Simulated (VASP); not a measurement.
# Ag in VASP: relaxation of the atoms with LDA

Aim: the relaxation of the atoms of Ag with LDA.

Everything below comes from runs of VASP 6.6.1. Logs are shortened: lines on timing, memory, paths and dates and some standing lists are left out, and cuts for length are marked.

## Step 1: The cell of the first run

The cell holds a slab with vacuum, 5 atoms: a = 2.828 Å, b = 2.828 Å, c = 25.238 Å, α = 90.00°, β = 90.00°, γ = 120.00°.

## Step 2: Relaxation of the atoms, LDA

INCAR

```
SYSTEM = Ag
  PREC = Accurate
  ENCUT = 520
  EDIFF = 1E-7
  ISMEAR = -1
  SIGMA = 0.05
  LREAL = .FALSE.
  LASPH = .TRUE.
  NELM = 100
  ALGO = Normal
  ISIF = 2
  LWAVE = .FALSE.
  LCHARG = .FALSE.
  LDIPOL = .TRUE.
  IDIPOL = 3
  DIPOL = 0.5 0.5 0.500
  IBRION = 2
  NSW = 32
  EDIFFG = -0.01
```

KPOINTS

```
Automatic mesh
0
G
  13 13 1
  0 0 0
```

POSCAR

```
Ag
1.0
    2.8284417091      0.0000000000      0.0000000000
   -1.4142208546      2.4495023732      0.0000000000
    0.0000000000      0.0000000000     25.2377000000
Ag
5
Direct
    0.8333333333      0.1666666667      0.3170187853
    0.1666666667      0.8333333333      0.4083699060
    0.5000000000      0.5000000000      0.5000000003
    0.8333333333      0.1666666667      0.5916300942
    0.1666666667      0.8333333333      0.6829812142
```

Potentials or basis: VASP PAW LDA potentials, release 64 (Ag).

Launch:

```sh
> cat potpaw_LDA.64/Ag/POTCAR > POTCAR
> mpirun -np 1 vasp_std > vasp.out
```

OUTCAR:

```text
SYSTEM = Ag
   PREC = Accurate
   ENCUT = 520
   EDIFF = 1E-7
   ISMEAR = -1
   LREAL = .FALSE.
   LASPH = .TRUE.
   NELM = 100
   ISIF = 2
   IBRION = 2
   NSW = 32
   EDIFFG = -0.01

 ion  position               nearest neighbor table
   1  0.833  0.167  0.317-   2 2.83   2 2.83   2 2.83
   2  0.167  0.833  0.408-   1 2.83   1 2.83   1 2.83   3 2.83   3 2.83   3 2.83
   3  0.500  0.500  0.500-   4 2.83   4 2.83   4 2.83   2 2.83   2 2.83   2 2.83
   4  0.833  0.167  0.592-   5 2.83   5 2.83   5 2.83   3 2.83   3 2.83   3 2.83
   5  0.167  0.833  0.683-   4 2.83   4 2.83   4 2.83

  LATTYP: Found a hexagonal cell.
 ALAT       =     2.8284417091
 C/A-ratio  =     8.9228283966

  Lattice vectors:

 A1 = (   2.8284417091,   0.0000000000,   0.0000000000)
 A2 = (  -1.4142208546,   2.4495023732,   0.0000000000)
 A3 = (   0.0000000000,   0.0000000000,  25.2377000000)

Analysis of symmetry for initial positions (statically):
=====================================================================
 Subroutine PRICEL returns:
 Original cell was already a primitive cell.

 Routine SETGRP: Setting up the symmetry group for a
 hexagonal supercell.

 Subroutine GETGRP returns: Found 12 space group operations
 (whereof  4 operations were pure point group operations)
 out of a pool of 24 trial point group operations.

The static configuration has the point symmetry C_2h.
 The point group associated with its full space group is D_3d.

Analysis of symmetry for dynamics (positions and initial velocities):
=====================================================================
 Subroutine PRICEL returns:
 Original cell was already a primitive cell.

 Routine SETGRP: Setting up the symmetry group for a
 hexagonal supercell.

 Subroutine GETGRP returns: Found 12 space group operations
 (whereof  4 operations were pure point group operations)
 out of a pool of 24 trial point group operations.

The dynamic configuration has the point symmetry C_2h.
 The point group associated with its full space group is D_3d.

 Subroutine INISYM returns: Found 12 space group operations
 (whereof  4 operations are pure point group operations),
 and found     1 'primitive' translations

----------------------------------------------------------------------------------------

                                     Primitive cell

  volume of cell :     174.8537

  direct lattice vectors                    reciprocal lattice vectors
     2.828441709  0.000000000  0.000000000     0.353551568  0.204123093  0.000000000
    -1.414220855  2.449502373  0.000000000     0.000000000  0.408246185  0.000000000
     0.000000000  0.000000000 25.237700000     0.000000000  0.000000000  0.039623262

  length of vectors
     2.828441709  2.828441709 25.237700000     0.408246185  0.408246185  0.039623262

  position of ions in fractional coordinates (direct lattice)
     0.833333333  0.166666667  0.317018785
     0.166666667  0.833333333  0.408369906
     0.500000000  0.500000000  0.500000000
     0.833333333  0.166666667  0.591630094
     0.166666667  0.833333333  0.682981214

  ion indices of the primitive-cell ions
   primitive index   ion index
                 1           1
                 2           2
                 3           3
                 4           4
                 5           5

----------------------------------------------------------------------------------------

 KPOINTS: Automatic mesh

Automatic generation of k-mesh.
 Grid dimensions read from file:
 generate k-points for:   13   13    1

 Generating k-lattice:

  Cartesian coordinates                     Fractional coordinates (reciprocal lattice)
     0.027196274  0.015701776  0.000000000     0.076923077  0.000000000  0.000000000
     0.000000000  0.031403553  0.000000000     0.000000000  0.076923077  0.000000000
     0.000000000  0.000000000  0.039623262     0.000000000  0.000000000  1.000000000

  Length of vectors
     0.031403553  0.031403553  0.039623262

  Shift w.r.t. Gamma in fractional coordinates (k-lattice)
     0.000000000  0.000000000  0.000000000

 Subroutine IBZKPT returns following result:
 ===========================================

 Found     21 irreducible k-points:

 Following reciprocal coordinates:
            Coordinates               Weight
  0.000000  0.000000  0.000000      1.000000
  0.076923  0.000000  0.000000      6.000000
  0.153846  0.000000  0.000000      6.000000
  0.230769  0.000000  0.000000      6.000000
  0.307692  0.000000  0.000000      6.000000
  0.384615  0.000000  0.000000      6.000000
[... 13 lines left out ...]
  0.384615  0.230769  0.000000      6.000000
  0.307692  0.307692  0.000000      6.000000
   k-points           NKPTS =     21   k-points in BZ     NKDIM =     21   number of bands    NBANDS=     33
   number of dos      NEDOS =    301   number of ions     NIONS =      5
   total plane-waves  NPLWV = 110592
   dimension x,y,z NGX =    24 NGY =   24 NGZ =  192
   dimension x,y,z NGXF=    48 NGYF=   48 NGZF=  384
   ions per type =               5
   NGX,Y,Z   is equivalent  to a cutoff of  14.11, 14.11, 12.65 a.u.
   NGXF,Y,Z  is equivalent  to a cutoff of  28.21, 28.21, 25.29 a.u.
 SYSTEM =  Ag
   PREC   = accura    normal or accurate (medium, high low for compatibility)
   ISTART =      0    job   : 0-new  1-cont  2-samecut
   ICHARG =      2    charge: 1-file 2-atom 10-const
   ISPIN  =      1    spin polarized calculation?
   LNONCOLLINEAR =      F non collinear calculations
   LSORBIT =      F    spin-orbit coupling
   LASPH  =      T    aspherical Exc in radial PAW
   ENCUT  =  520.0 eV  38.22 Ry    6.18 a.u.   5.26  5.26 46.93*2*pi/ulx,y,z
   NELM   =    100;   NELMIN=  2; NELMDL= -5     # of ELM steps
   EDIFF  = 0.1E-06   stopping-criterion for ELM
   LREAL  =      F    real-space projection
   EDIFFG = -.1E-01   stopping-criterion for IOM
   NSW    =     32    number of steps for IOM
   IBRION =      2    ionic relax: 0-MD 1-quasi-New 2-CG
   NFREE  =      1    steps in history (QN), initial steepest desc. (CG)
   ISIF   =      2    stress and relaxation
   ISYM   =      2    0-nonsym 1-usesym 2-fastsym
   POTIM  = 0.5000    time-step for ionic-motion
   TEBEG  =    0.0;   TEEND  =   0.0 temperature during run
   PSTRESS=    0.0 pullay stress
   NELECT =      55.0000    total number of electrons
   NUPDOWN=      -1.0000    fix difference up-down
   EMIN   =  10.00;   EMAX   =-10.00  energy-range for DOS
   EFERMI =   0.00;   METHOD = LEGACY
   ISMEAR =    -1;   SIGMA  =   0.05  broadening in eV -4-tet -1-fermi 0-gaus
   EFERMI_NEDOS =   21; number of points for ismear=-14 and -15
   IALGO  =     38    algorithm
   IMIX   =      4    mixing-type and parameters
     AMIX     =   0.40;   BMIX     =  1.00
     AMIX_MAG =   1.60;   BMIX_MAG =  1.00
  volume/ion in A,a.u.               =      34.97       235.99
  Fermi-wavevector in a.u.,A,eV,Ry     =   1.113365  2.103954 16.865522  1.239581
  Thomas-Fermi vector in A             =   2.249949
   LORBIT       =      0    0 simple, 1 ext, 2 COOP (PROOUT), +10 PAW based schemes
   GGA     = CA    functional components
   LHFCALC =     F    Hartree Fock is set to
   AEXX    =    0.0000 exact exchange contribution
   IVDW    =     0    specifies the selected vdW correction
   LEPSILON=     F    determine dielectric tensor
   LRPA    =     F    only Hartree local field effects (RPA)
 conjugate gradient relaxation of ions
 non-spin polarized calculation
  energy-cutoff  :      520.00
  volume of cell :      174.85
 maximum number of plane-waves:      4736
 NGX is ok and might be reduce to    24
   NGX = 11   NGY = 11   NGZ = 93

 dipolmoment           0.000000      0.000000      0.000000 electrons x Angstroem

 number of electron      55.0000008 magnetization

 dipolmoment           0.000000      0.000000     -0.000000 electrons x Angstroem

 Free energy of the ion-electron system (eV)
  ---------------------------------------------------
  ext. energy  EPLUGINS =         0.00000000
  ---------------------------------------------------
  free energy    TOTEN  =       -17.93665157 eV

  energy without entropy =      -17.92761112  energy(sigma->0) =      -17.93213134

 E-fermi :   1.6071     XC(G=0):  -6.6515

 val. band max:        1.5354057620   @ k =   0.4615   0.0000   0.0000
 cond. band min:       1.6452535249   @ k =   0.4615   0.0769   0.0000
 fundamental gap:      0.1098477629
 Fermi energy:         1.6071452004

 k-point     1 :       0.0000    0.0000    0.0000
  band No.  band energies     occupation
      1      -6.6139      2.00000
      2      -5.8542      2.00000
      3      -5.3803      2.00000
      4      -5.0543      2.00000
      5      -5.0470      2.00000
      6      -3.6234      2.00000
[... 25 lines left out ...]
     32       5.8641      0.00000
     33       6.3100      0.00000

 k-point     2 :       0.0769    0.0000    0.0000
  band No.  band energies     occupation
      1      -6.4441      2.00000
      2      -5.6922      2.00000
      3      -5.2553      2.00000
      4      -4.9239      2.00000
      5      -4.9112      2.00000
      6      -3.7102      2.00000
[... 25 lines left out ...]
     32       5.9761      0.00000
     33       6.4566      0.00000
[... 646 lines left out ...]
     32       7.0278      0.00000
     33       7.5267      0.00000

 k-point    21 :       0.3077    0.3077    0.0000
  band No.  band energies     occupation
      1      -4.6381      2.00000
      2      -4.6076      2.00000
      3      -4.3898      2.00000
      4      -4.3362      2.00000
      5      -4.1406      2.00000
      6      -4.1270      2.00000
[... 25 lines left out ...]
     32       6.5612      0.00000
     33       6.9706      0.00000

------------------------ aborting loop because EDIFF is reached ----------------------------------------

 vacuum level on the upper side and lower side of the slab       (xc-potential included)        -0.076        -0.076

  FORCE on cell =-STRESS in cart. coord.  units (eV):
  Direction    XX          YY          ZZ          XY          YZ          ZX
  --------------------------------------------------------------------------------------
  -------------------------------------------------------------------------------------
  Total       -1.6812983     -1.6812983      0.0413120      0.0000000     -0.0000000     -0.0000000
  in kB      -15.4056665    -15.4056665      0.3785402      0.0000000     -0.0000000     -0.0000000
  external PRESSURE =     -10.1442643 kB  Pullay stress =       0.0000000 kB

 VOLUME and BASIS-vectors are now :
 -----------------------------------------------------------------------------
  energy-cutoff  :      520.00
  volume of cell :      174.85
      direct lattice vectors                 reciprocal lattice vectors
     2.828441709  0.000000000  0.000000000     0.353551568  0.204123093  0.000000000
    -1.414220855  2.449502373  0.000000000     0.000000000  0.408246185  0.000000000
     0.000000000  0.000000000 25.237700000     0.000000000  0.000000000  0.039623262

 POSITION                                       TOTAL-FORCE (eV/Angst)
 -----------------------------------------------------------------------------------
      2.12133      0.40825      8.00082         0.000000      0.000000     -0.007808
     -0.70711      2.04125     10.30632        -0.000000      0.000000     -0.001446
      0.70711      1.22475     12.61885        -0.000000      0.000000      0.000000
      2.12133      0.40825     14.93138         0.000000     -0.000000      0.001446
     -0.70711      2.04125     17.23687        -0.000000     -0.000000      0.007808
 -----------------------------------------------------------------------------------
    total drift:                               -0.000000      0.000000     -0.000000

  FREE ENERGIE OF THE ION-ELECTRON SYSTEM (eV)
  ---------------------------------------------------
  free  energy   TOTEN  =       -17.9366515701 eV

  energy  without entropy=      -17.9276111155  energy(sigma->0) =      -17.93213134

 reached required accuracy - stopping structural energy minimisation

 vacuum level on the upper side and lower side of the slab         6.417         6.417
```

It took 2.2 min on 1 thread of Intel Xeon Platinum 8488C (Sapphire Rapids), shared host; peak memory 0.29 GiB.

What came out:

* Free energy: -17.9367 eV
* Largest force after relaxing: 0.008 eV/Å
* Band gap on the k mesh: zero (an odd number of electrons rules out a gap without spin polarisation)

Forces on the atoms (eV/Å):
```
Ag   0.000  0.000 -0.008
Ag   0.000  0.000 -0.001
Ag   0.000  0.000  0.000
Ag   0.000  0.000  0.001
Ag   0.000  0.000  0.008
```

Final structure:
```
Ag
1.0
     2.82844    0.00000    0.00000
    -1.41422    2.44950    0.00000
     0.00000    0.00000   25.23770
Ag
5
Direct
  0.83333 0.16667 0.31702
  0.16667 0.83333 0.40837
  0.50000 0.50000 0.50000
  0.83333 0.16667 0.59163
  0.16667 0.83333 0.68298
```

Levels at points of the mesh, in eV from the Fermi level:
| k point | band 25 | band 26 | band 27 | band 28 | band 29 | band 30 | band 31 | band 32 |
| --- | --- | --- | --- | --- | --- | --- | --- | --- |
| (0.00, 0.00, 0.00) | -3.30 | -3.30 | -3.14 | -3.14 | -3.12 | -0.93 | -0.11 | 4.26 |

Caveat: the relaxation stopped at its first step, so nothing moved.

The gap in the log of VASP goes by the Fermi energy; the results here count the filled bands.